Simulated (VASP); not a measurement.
Crystal: Tc.

```
CELL_PARAMETERS angstrom
0.00000 1.92500 1.92500
1.92500 0.00000 1.92500
1.92500 1.92500 0.00000
ATOMIC_POSITIONS crystal
Tc 0.00000 0.00000 0.00000
```

This isn't the form of Tc at room conditions, which is hcp.

| Quantity | Value |
| --- | --- |
| Program | VASP 6.6.1 |
| Task | relaxation of volume and atoms at fixed shape |
| Functional | PBEsol |
| Potentials or basis | VASP PAW PBE potentials, release 64 (Tc_pv) |
| Cutoff | 500 eV |
| k mesh | 8 × 8 × 8 |
| Occupations | fermi-dirac, width 0.1 eV |
| Spin | no spin polarisation |

At the start: pressure -4.5 GPa; volume 14.27 Å³/atom.

Task: How do energy, volume and symmetry change on relaxing?

Result: Over 3 steps the energy falls by 2.8 meV/atom and the volume is 14.07 Å³/atom (-1.4 %); space group Fm-3m (No. 225, to 0.1 Å) before and after.

Step by step:
```csv
step,energy change (eV),largest force (eV/Å),pressure (GPa),volume (Å³)
1,0.0000,0.0000,-4.46,14.27
2,0.0262,0.0000,16.03,13.46
3,-0.0028,0.0000,-0.09,14.07
```

Final structure:
```xyz
1
Lattice="0.0000 1.9162 1.9162 1.9162 0.0000 1.9162 1.9162 1.9162 0.0000" Properties=species:S:1:pos:R:3 pbc="T T T"
Tc    0.0000    0.0000    0.0000
```

Caveat: the PAW data sets were made with another functional, which shifts forces and pressure a little.
